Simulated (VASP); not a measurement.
# Zr (P6_3/mmc) in VASP: single point with PBEsol

Aim: the single point of Zr with PBEsol.

Program: VASP 6.6.1. These are calculated values, not measurements. Logs are shortened: lines on timing, memory, paths and dates and some standing lists are left out, and cuts for length are marked.

**1. The cell of the first run**

It takes space group P6_3/mmc (No. 194, hexagonal). The conventional cell has a = 3.232 Å, b = 3.232 Å, c = 5.147 Å, α = 90.00°, β = 90.00°, γ = 120.00°. Zr (site symmetry -6m2) has 12 Zr at 3.18 to 3.23 Å within 4.2 Å.

**2. Single point, PBEsol**

INCAR reads:

```
SYSTEM = Zr
  ALGO = Normal
  EDIFF = 1E-6
  ENCUT = 500
  GGA = PS
  GGA_COMPAT = .FALSE.
  ISIF = 2
  ISMEAR = 0
  LASPH = .TRUE.
  LCHARG = .TRUE.
  LELF = .TRUE.
  LREAL = .FALSE.
  LVHAR = .TRUE.
  LWAVE = .FALSE.
  NBANDS = 19
  NELM = 120
  PREC = Accurate
  SIGMA = 0.05
```

KPOINTS reads:

```
k-points
0
G
  18 18 8
  0 0 0
```

POSCAR reads:

```
Zr
1.0
    3.2320000000      0.0000000000      0.0000000000
   -1.6160000000      2.7989941100      0.0000000000
    0.0000000000      0.0000000000      5.1470000000
Zr
2
Direct
    0.3333333300      0.6666666700      0.2500000000
    0.6666666700      0.3333333300      0.7500000000
```

Potentials or basis: VASP PAW PBE potentials, release 64 (Zr_sv).

The run is started by

```bash
$ cat potpaw_PBE.64/Zr_sv/POTCAR > POTCAR
$ mpirun -np 1 vasp_std > vasp.out
```

OUTCAR:

```text
SYSTEM = Zr
   EDIFF = 1E-6
   ENCUT = 500
   GGA = PS
   ISIF = 2
   ISMEAR = 0
   LASPH = .TRUE.
   LREAL = .FALSE.
   NELM = 120
   PREC = Accurate

 ion  position               nearest neighbor table
   1  0.333  0.667  0.250-   2 3.18   2 3.18   2 3.18   2 3.18   2 3.18   2 3.18
   2  0.667  0.333  0.750-   1 3.18   1 3.18   1 3.18   1 3.18   1 3.18   1 3.18

  LATTYP: Found a hexagonal cell.
 ALAT       =     3.2320000000
 C/A-ratio  =     1.5925123762

  Lattice vectors:

 A1 = (   3.2320000000,   0.0000000000,   0.0000000000)
 A2 = (  -1.6160000000,   2.7989941100,   0.0000000000)
 A3 = (   0.0000000000,   0.0000000000,   5.1470000000)

Analysis of symmetry for initial positions (statically):
=====================================================================
 Subroutine PRICEL returns:
 Original cell was already a primitive cell.

 Routine SETGRP: Setting up the symmetry group for a
 hexagonal supercell.

 Subroutine GETGRP returns: Found 24 space group operations
 (whereof 12 operations were pure point group operations)
 out of a pool of 24 trial point group operations.

The static configuration has the point symmetry D_3d.
 The point group associated with its full space group is D_6h.

Analysis of symmetry for dynamics (positions and initial velocities):
=====================================================================
 Subroutine PRICEL returns:
 Original cell was already a primitive cell.

 Routine SETGRP: Setting up the symmetry group for a
 hexagonal supercell.

 Subroutine GETGRP returns: Found 24 space group operations
 (whereof 12 operations were pure point group operations)
 out of a pool of 24 trial point group operations.

The dynamic configuration has the point symmetry D_3d.
 The point group associated with its full space group is D_6h.

 Subroutine INISYM returns: Found 24 space group operations
 (whereof 12 operations are pure point group operations),
 and found     1 'primitive' translations

----------------------------------------------------------------------------------------

                                     Primitive cell

  volume of cell :      46.5616

  direct lattice vectors                    reciprocal lattice vectors
     3.232000000  0.000000000  0.000000000     0.309405941  0.178635603  0.000000000
    -1.616000000  2.798994110  0.000000000     0.000000000  0.357271206  0.000000000
     0.000000000  0.000000000  5.147000000     0.000000000  0.000000000  0.194287935

  length of vectors
     3.232000000  3.232000004  5.147000000     0.357271206  0.357271206  0.194287935

  position of ions in fractional coordinates (direct lattice)
     0.333333330  0.666666670  0.250000000
     0.666666670  0.333333330  0.750000000

  ion indices of the primitive-cell ions
   primitive index   ion index
                 1           1
                 2           2

----------------------------------------------------------------------------------------

 KPOINTS: k-points

Automatic generation of k-mesh.
 Grid dimensions read from file:
 generate k-points for:   18   18    8

 Generating k-lattice:

  Cartesian coordinates                     Fractional coordinates (reciprocal lattice)
     0.017189219  0.009924200  0.000000000     0.055555556  0.000000000  0.000000000
     0.000000000  0.019848400  0.000000000     0.000000000  0.055555556  0.000000000
     0.000000000  0.000000000  0.024285992     0.000000000  0.000000000  0.125000000

  Length of vectors
     0.019848400  0.019848400  0.024285992

  Shift w.r.t. Gamma in fractional coordinates (k-lattice)
     0.000000000  0.000000000  0.000000000

 Subroutine IBZKPT returns following result:
 ===========================================

 Found    185 irreducible k-points:

 Following reciprocal coordinates:
            Coordinates               Weight
  0.000000  0.000000  0.000000      1.000000
  0.055556  0.000000  0.000000      6.000000
  0.111111  0.000000  0.000000      6.000000
  0.166667  0.000000  0.000000      6.000000
  0.222222  0.000000  0.000000      6.000000
  0.277778  0.000000  0.000000      6.000000
[... 16 lines left out ...]
  0.333333  0.111111  0.000000     12.000000
  0.388889  0.111111  0.000000     12.000000
 [... further k-points ...]
   k-points           NKPTS =    185   k-points in BZ     NKDIM =    185   number of bands    NBANDS=     19
   number of dos      NEDOS =    301   number of ions     NIONS =      2
   total plane-waves  NPLWV =  23040
   dimension x,y,z NGX =    24 NGY =   24 NGZ =   40
   dimension x,y,z NGXF=    48 NGYF=   48 NGZF=   80
   ions per type =               2
   NGX,Y,Z   is equivalent  to a cutoff of  12.34, 12.34, 12.92 a.u.
   NGXF,Y,Z  is equivalent  to a cutoff of  24.69, 24.69, 25.84 a.u.
 SYSTEM =  Zr
   PREC   = accura    normal or accurate (medium, high low for compatibility)
   ISTART =      0    job   : 0-new  1-cont  2-samecut
   ICHARG =      2    charge: 1-file 2-atom 10-const
   ISPIN  =      1    spin polarized calculation?
   LNONCOLLINEAR =      F non collinear calculations
   LSORBIT =      F    spin-orbit coupling
   LASPH  =      T    aspherical Exc in radial PAW
   ENCUT  =  500.0 eV  36.75 Ry    6.06 a.u.   5.89  5.89  9.38*2*pi/ulx,y,z
   NELM   =    120;   NELMIN=  2; NELMDL= -5     # of ELM steps
   EDIFF  = 0.1E-05   stopping-criterion for ELM
   LREAL  =      F    real-space projection
   EDIFFG = 0.1E-04   stopping-criterion for IOM
   NSW    =      0    number of steps for IOM
   IBRION =     -1    ionic relax: 0-MD 1-quasi-New 2-CG
   NFREE  =      0    steps in history (QN), initial steepest desc. (CG)
   ISIF   =      2    stress and relaxation
   ISYM   =      2    0-nonsym 1-usesym 2-fastsym
   POTIM  = 0.5000    time-step for ionic-motion
   TEBEG  =    0.0;   TEEND  =   0.0 temperature during run
   PSTRESS=    0.0 pullay stress
   NELECT =      24.0000    total number of electrons
   NUPDOWN=      -1.0000    fix difference up-down
   EMIN   =  10.00;   EMAX   =-10.00  energy-range for DOS
   EFERMI =   0.00;   METHOD = LEGACY
   ISMEAR =     0;   SIGMA  =   0.05  broadening in eV -4-tet -1-fermi 0-gaus
   EFERMI_NEDOS =   21; number of points for ismear=-14 and -15
   IALGO  =     38    algorithm
   IMIX   =      4    mixing-type and parameters
     AMIX     =   0.40;   BMIX     =  1.00
     AMIX_MAG =   1.60;   BMIX_MAG =  1.00
  volume/ion in A,a.u.               =      23.28       157.11
  Fermi-wavevector in a.u.,A,eV,Ry     =   1.312611  2.480475 23.442130  1.722948
  Thomas-Fermi vector in A             =   2.442991
   LORBIT       =      0    0 simple, 1 ext, 2 COOP (PROOUT), +10 PAW based schemes
   GGA     = PS    functional components
   LHFCALC =     F    Hartree Fock is set to
   AEXX    =    0.0000 exact exchange contribution
   IVDW    =     0    specifies the selected vdW correction
   LEPSILON=     F    determine dielectric tensor
   LRPA    =     F    only Hartree local field effects (RPA)
 non-spin polarized calculation
 Gauss-broadening in eV      SIGMA  =   0.05
  energy-cutoff  :      500.00
  volume of cell :       46.56
 maximum number of plane-waves:      1196
 NGX is ok and might be reduce to    24
   NGX = 11   NGY = 11   NGZ = 19

 number of electron      24.0000000 magnetization

 Free energy of the ion-electron system (eV)
  ---------------------------------------------------
  ext. energy  EPLUGINS =         0.00000000
  ---------------------------------------------------
  free energy    TOTEN  =       -18.14715653 eV

  energy without entropy =      -18.14484714  energy(sigma->0) =      -18.14600184

 E-fermi :   8.8743     XC(G=0): -11.2026

 val. band max:        8.8726676392   @ k =   0.3333   0.3333   0.3750
 cond. band min:       8.8782789030   @ k =   0.3889   0.2222   0.2500
 fundamental gap:      0.0056112638
 Fermi energy:         8.8743016684

 k-point     1 :       0.0000    0.0000    0.0000
  band No.  band energies     occupation
      1     -39.8748      2.00000
      2     -39.7186      2.00000
      3     -18.4305      2.00000
      4     -17.5490      2.00000
      5     -17.5490      2.00000
      6     -17.4128      2.00000
[... 11 lines left out ...]
     18      10.9905      0.00000
     19      13.3054      0.00000

 k-point     2 :       0.0556    0.0000    0.0000
  band No.  band energies     occupation
      1     -39.8712      2.00000
      2     -39.7171      2.00000
      3     -18.4209      2.00000
      4     -17.5703      2.00000
      5     -17.5561      2.00000
      6     -17.4280      2.00000
[... 11 lines left out ...]
     18      10.9122      0.00000
     19      13.3645      0.00000

 k-point     3 :       0.1111    0.0000    0.0000
  band No.  band energies     occupation
      1     -39.8608      2.00000
      2     -39.7129      2.00000
      3     -18.3928      2.00000
      4     -17.6316      2.00000
      5     -17.5760      2.00000
      6     -17.4911      2.00000
[... 11 lines left out ...]
     18      10.7158      0.00000
     19      13.5108      0.00000

 k-point     4 :       0.1667    0.0000    0.0000
  band No.  band energies     occupation
      1     -39.8446      2.00000
      2     -39.7067      2.00000
      3     -18.3477      2.00000
      4     -17.7254      2.00000
      5     -17.6055      2.00000
      6     -17.5855      2.00000
[... 407 lines left out ...]
     18      13.3600      0.00000
     19      13.9178      0.00000

 k-point    23 :       0.3333    0.1111    0.0000
  band No.  band energies     occupation
      1     -39.7523      2.00000
      2     -39.6857      2.00000
      3     -18.1499      2.00000
      4     -18.0531      2.00000
      5     -18.0014      2.00000
      6     -17.7687      2.00000
[... 11 lines left out ...]
     18      13.9580      0.00000
     19      14.0959      0.00000

 k-point    24 :       0.3889    0.1111    0.0000
  band No.  band energies     occupation
      1     -39.7377      2.00000
      2     -39.6863      2.00000
      3     -18.2058      2.00000
      4     -18.0395      2.00000
      5     -17.9956      2.00000
      6     -17.7956      2.00000
[... 11 lines left out ...]
     18      13.9795      0.00000
     19      14.7607      0.00000

 [... further k-points ...]

------------------------ aborting loop because EDIFF is reached ----------------------------------------

  FORCE on cell =-STRESS in cart. coord.  units (eV):
  Direction    XX          YY          ZZ          XY          YZ          ZX
  --------------------------------------------------------------------------------------
  -------------------------------------------------------------------------------------
  Total       -0.9524507     -0.9524507     -0.8739116      0.0000000     -0.0000000      0.0000000
  in kB      -32.7737084    -32.7737085    -30.0711880      0.0000000     -0.0000000      0.0000000
  external PRESSURE =     -31.8728683 kB  Pullay stress =       0.0000000 kB

 VOLUME and BASIS-vectors are now :
 -----------------------------------------------------------------------------
  energy-cutoff  :      500.00
  volume of cell :       46.56
      direct lattice vectors                 reciprocal lattice vectors
     3.232000000  0.000000000  0.000000000     0.309405941  0.178635603  0.000000000
    -1.616000000  2.798994110  0.000000000     0.000000000  0.357271206  0.000000000
     0.000000000  0.000000000  5.147000000     0.000000000  0.000000000  0.194287935

 POSITION                                       TOTAL-FORCE (eV/Angst)
 -----------------------------------------------------------------------------------
     -0.00000      1.86600      1.28675        -0.000000     -0.000000      0.000000
      1.61600      0.93300      3.86025         0.000000      0.000000      0.000000
 -----------------------------------------------------------------------------------
    total drift:                               -0.000010      0.000006     -0.000000

  FREE ENERGIE OF THE ION-ELECTRON SYSTEM (eV)
  ---------------------------------------------------
  free  energy   TOTEN  =       -18.1471565346 eV

  energy  without entropy=      -18.1448471358  energy(sigma->0) =      -18.14600184
```

Wall time 60 s (1 thread of Intel Xeon 6975P-C (Granite Rapids), shared host); peak memory 0.25 GiB.

What came out:

* Free energy: -18.1472 eV
* Pressure: -3.2 GPa
* Band gap on the k mesh: zero (band 12 reaches 9.80 eV, above the bottom of band 13 at 8.63 eV)

Levels at points of the mesh, in eV from the Fermi level:
```tsv
k point	band 10	band 11	band 12	band 13	band 14	band 15
(0.00, 0.00, 0.00)	-3.05	0.85	0.85	1.00	1.17	1.54
(0.50, 0.00, 0.00)	-2.53	-2.16	-0.22	0.51	0.77	1.45
(0.00, 0.00, 0.50)	-3.97	0.04	0.04	0.75	0.75	0.75
(0.50, 0.00, 0.50)	-2.89	-1.07	-1.07	1.62	1.62	2.19
```

Caveat: the PAW data sets were made with another functional, which shifts forces and pressure a little.
